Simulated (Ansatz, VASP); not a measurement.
## GaC: VASP beside Ansatz

```
Ga C
1.0
     3.25850    0.00000    0.00000
    -1.62925    2.82194    0.00000
     0.00000    0.00000    5.61520
Ga C
2 2
Direct
  0.33333 0.66667 0.01294
  0.66667 0.33333 0.51294
  0.33333 0.66667 0.36916
  0.66667 0.33333 0.86916
```

Alike in both runs: functional PBE; k mesh 18 × 18 × 8; occupations gaussian, width 0.1 eV; no spin polarisation.

Ansatz relaxed the structure, and its values are those at the end. VASP's run is a single point on that final structure, the one shown.

|  | VASP | Ansatz |
| --- | --- | --- |
| version | VASP 6.6.1 | Ansatz 0.2.0 |
| potentials or method | VASP PAW PBE potentials, release 64 (Ga_d, C), cutoff 600 eV | scalar-relativistic, plane waves, PAW |
| valence electrons in the cell | 34 | 34 |

Ansatz gave:

* gap on the k mesh at the Fermi level (eV): none
* pressure (GPa): 0.0
* rms of the force components (eV/Å): 0.000

Q: What did VASP give for the same quantities?

A: gap on the k mesh at the Fermi level (eV): none; pressure (GPa): 0.0; rms of the force components (eV/Å): 0.005.

A gap of «none» marks a metal or a gap that the smearing closes. The functional is the same, so the differences come from potentials, cutoffs and numerics.
